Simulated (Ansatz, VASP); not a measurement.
**HPt2 in VASP and in Ansatz**

```
H Pt
1.0
    -1.36294    1.36294    4.76861
     1.36294   -1.36294    4.76861
     1.36294    1.36294   -4.76861
H Pt
1 2
Direct
  0.00000 0.00000 0.00000
  0.63892 0.63892 0.00000
  0.36108 0.36108 0.00000
```

Alike in both runs: functional PBE; k mesh 24 × 24 × 24; occupations gaussian, width 0.1 eV; no spin polarisation.

Ansatz relaxed the structure, and its values are those at the end. VASP's run is a single point on that final structure, the one shown.

|  | VASP | Ansatz |
| --- | --- | --- |
| version | VASP 6.6.1 | Ansatz 0.2.0 |
| potentials or method | VASP PAW PBE potentials, release 64 (H, Pt), cutoff 520 eV | scalar-relativistic, plane waves, PAW |
| valence electrons in the cell | 21 | 37 |

```csv
,VASP,Ansatz,Ansatz less VASP
gap on the k mesh at the Fermi level (eV),none,none,-
pressure (GPa),-0.4,0.0,+0.42
```

A gap of «none» marks a metal or a gap that the smearing closes. With one functional, cell and mesh, what is left measures potentials, basis and numerics. VASP's potentials hold 21 valence electrons a cell and Ansatz's 37, so a difference there can come from the potentials and not from the codes.

Neither program's run includes spin-orbit coupling.
